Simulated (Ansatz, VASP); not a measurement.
Two plane-wave programs on Na

POSCAR

```
Na
1.0
   -2.1125000000      2.1125000000      2.1125000000
    2.1125000000     -2.1125000000      2.1125000000
    2.1125000000      2.1125000000     -2.1125000000
Na
1
Direct
    0.0000000000      0.0000000000      0.0000000000
```

INCAR.step1

```
PREC     = Accurate       # precision mode
ENCUT    = 520            # plane-wave cutoff, eV
ISMEAR   = -1             # smearing method
SIGMA    = 0.1            # smearing width, eV
LREAL    = F              # projectors in reciprocal space
LASPH    = T              # aspherical terms in the spheres
NELM     = 60             # most SCF steps
NBANDS   = 10             # bands
GGA      = PE             # functional
ALGO     = Normal         # electronic algorithm
EDIFF    = 1E-4           # SCF threshold, eV
LWAVE    = T              # write WAVECAR
LCHARG   = F              # write CHGCAR
```

INCAR.step2

```
PREC     = Accurate       # precision mode
ENCUT    = 520            # plane-wave cutoff, eV
EDIFF    = 1E-7           # SCF threshold, eV
ISMEAR   = -1             # smearing method
SIGMA    = 0.1            # smearing width, eV
LREAL    = F              # projectors in reciprocal space
LASPH    = T              # aspherical terms in the spheres
NELM     = 60             # most SCF steps
ALGO     = Normal         # electronic algorithm
ISIF     = 2              # what is computed and relaxed
LWAVE    = F              # write WAVECAR
LCHARG   = F              # write CHGCAR
METAGGA  = R2SCAN         # meta-GGA
LMIXTAU  = T            
NBANDS   = 10             # bands
ISTART   = 1
```

KPOINTS

```
Automatic mesh
0
Gamma
  11 11 11
```

Input for Ansatz:

```yaml
crystal:
  lattice:
    - [-2.1125, 2.1125, 2.1125]
    - [2.1125, -2.1125, 2.1125]
    - [2.1125, 2.1125, -2.1125]
  atoms:
    - { symbol: Na, position: [0.0, 0.0, 0.0] }
hamiltonian:
  xc: r2scan
  pseudopotentials:
    kind: paw
    azcp:
      Na: "pseudopotentials/Na.paw.azcp"
basis:
  ecutwfc: 500
  fft_grid_basis: typed
kpoints:
  mp_grid: { grid: [11, 11, 11], shift: [0, 0, 0] }
magnetization:
  spin_polarized: false
scf:
  occupations: { method: fermi_dirac, width: 0.1 }
  lower_state_search: "off"
output:
  stress: true
```

Alike in both runs: task single point; functional r2SCAN; k mesh 11 × 11 × 11; occupations fermi-dirac, width 0.1 eV; no spin polarisation.

|  | VASP | Ansatz |
| --- | --- | --- |
| version | VASP 6.6.1 | Ansatz 0.2.0 |
| potentials or method | VASP PAW PBE potentials, release 64 (Na_pv), cutoff 520 eV | plane waves (500 eV) with PAW, scalar-relativistic |
| valence electrons in the cell | 7 | 9 |

Ansatz gave:

```
pressure (GPa) : 0.0
```

Task: What did VASP give for the same quantities?

Result: Pressure (GPa): 0.1.

VASP's potentials were made for PBE, not for r2SCAN. With one functional, cell and mesh, what is left measures potentials, basis and numerics. VASP's potentials hold 7 valence electrons a cell and Ansatz's 9, so a difference there can come from the potentials and not from the codes.
